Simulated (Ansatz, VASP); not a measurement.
## One calculation of SiNi, two programs

```
Ni Si
1.0
     2.94277    0.00000    0.00000
     0.00000    3.28033    0.00000
     0.00000    0.00000    4.67745
Ni Si
2 2
Direct
  0.50000 0.50000 0.34250
  0.00000 0.00000 0.65750
  0.50000 0.50000 0.84314
  0.00000 0.00000 0.15686
```

Alike in both runs: functional r2SCAN; k mesh 9 × 8 × 6; occupations fermi-dirac, width 0.05 eV; collinear spin.

|  | VASP | Ansatz |
| --- | --- | --- |
| version | VASP 6.6.1 | Ansatz 0.2.0 |
| potentials or method | VASP PAW PBE potentials, release 64 (Ni, Si) | Ansatz PAW |
| plane-wave cutoff (eV) | 520 | 500 |
| valence electrons in the cell | 28 | 44 |
| task | single point | density of states |

|  | VASP | Ansatz | Ansatz less VASP |
| --- | --- | --- | --- |
| gap on the k mesh at the Fermi level (eV) | none | none | - |
| pressure (GPa) | 0.5 | 0.4 | -0.12 |
| traceless stress, the component that is largest in VASP (GPa) | -0.99 | -0.99 | -0.006 |
| rms of the force components (eV/Å) | 0.016 | 0.012 | -0.0039 |
| net moment per atom (μB) | 0.00 | 0.00 | 0.000 |

VASP's potentials were made for PBE, not for r2SCAN. Atom by atom the forces differ by 0.005 eV/Å (rms over components). A gap of «none» marks a metal or a gap that the smearing closes. VASP's potentials hold 28 valence electrons a cell and Ansatz's 44, so a difference there can come from the potentials and not from the codes.

Noted on Ansatz's run: the magnetic or orbital state may not be the lowest.
